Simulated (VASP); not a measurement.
A run of VASP 6.6.1 is set up as follows.

INCAR

```
SYSTEM = LiCl
ALGO = Normal ; EDIFF = 1E-7
ENCUT = 520 ; GGA = CA
ISIF = 2 ; ISMEAR = 0
LASPH = .True. ; LCHARG = .False.
LREAL = .False. ; LWAVE = .False.
NBANDS = 12 ; NELM = 100
PREC = Accurate ; SIGMA = 0.01
```

The input KPOINTS:

```
k-points
0
Gamma
  8 8 8
  0 0 0
```

File POSCAR:

```
LiCl
1.0
    0.0000000000      2.5560362741      2.5560362741
    2.5560362741      0.0000000000      2.5560362741
    2.5560362741      2.5560362741      0.0000000000
Li Cl
1 1
Direct
    0.0000000000      0.0000000000      0.0000000000
    0.5000000000      0.5000000000      0.5000000000
```

Potentials or basis: VASP PAW LDA potentials, release 64 (Li_sv, Cl).

Run with:

```bash
$ cat potpaw_LDA.64/Li_sv/POTCAR potpaw_LDA.64/Cl/POTCAR > POTCAR
$ mpirun -np 1 vasp_std > vasp.out
```

(1) What does it give for the band gap on the k mesh?

## Answers

(1) 6.06 eV.
